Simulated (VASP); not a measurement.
## Al: single point with PBEsol

Al:

```
Al
1.0
    -1.53942    1.53942    1.53942
     1.53942   -1.53942    1.53942
     1.53942    1.53942   -1.53942
Al
1
Direct
  0.00000 0.00000 0.00000
```

This cell differs from its parent crystal: volume scaled by 0.88.

```
Program             : VASP 6.6.1
Task                : single point
Functional          : PBEsol
Potentials or basis : VASP PAW PBE potentials, release 64 (Al)
Cutoff              : 520 eV
k mesh              : 18 × 18 × 18
Occupations         : gaussian, width 0.1 eV
Spin                : no spin polarisation
```

```
Pressure : 12.3 GPa
```

Levels at points of the mesh, in eV from the Fermi level:
```
           k point  band 1  band 2  band 3  band 4
(0.00, 0.00, 0.00)  -12.05   13.97   13.97   13.97
(0.50, 0.00, 0.00)   -4.83   -4.05    8.51    9.11
(0.50, 0.50, 0.50)    2.06    2.06    2.06    2.73
```

It took 6.9 s on 1 thread of Intel Xeon 6975P-C, on a shared host, peak memory 0.13 GiB.

Caveat: the PAW data sets were made with another functional, which shifts forces and pressure a little.
